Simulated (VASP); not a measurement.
Here is a VASP 6.6.1 calculation.

INCAR

```
  ALGO = Normal
  EDIFF = 1E-6
  ENCUT = 520
  GGA = PE
  ISIF = 2
  ISMEAR = -1
  LASPH = T
  LCHARG = F
  LREAL = F
  LWAVE = F
  NBANDS = 13
  NELM = 60
  PREC = Accurate
  SIGMA = 0.05
```

The input KPOINTS:

```
k-points
0
Gamma
  12 12 16
```

Contents of POSCAR:

```
C
1.0
    4.0301750312      0.0000000000      0.0000000000
   -2.0150875156      3.4902339587      0.0000000000
    0.0000000000      0.0000000000      1.2410986696
C
3
Direct
    0.0000000000      0.0000000000      0.0000000000
    0.3333333333      0.6666666667      0.5000000000
    0.6666666667      0.3333333333      0.5000000000
```

Potentials or basis: VASP PAW PBE potentials, release 64 (C).

Launch:

```sh
$ cat potpaw_PBE.64/C/POTCAR > POTCAR
$ mpirun -np 1 vasp_std > vasp.out
```

What does it give for the band gap on the k mesh?

Zero (band 6 reaches 18.76 eV, above the bottom of band 7 at 0.02 eV).

Predict the pressure.

121.8 GPa.

Stress tensor (GPa, compression positive):
```
122.00   0.00   0.00
  0.00 122.00   0.00
  0.00   0.00 121.48
```
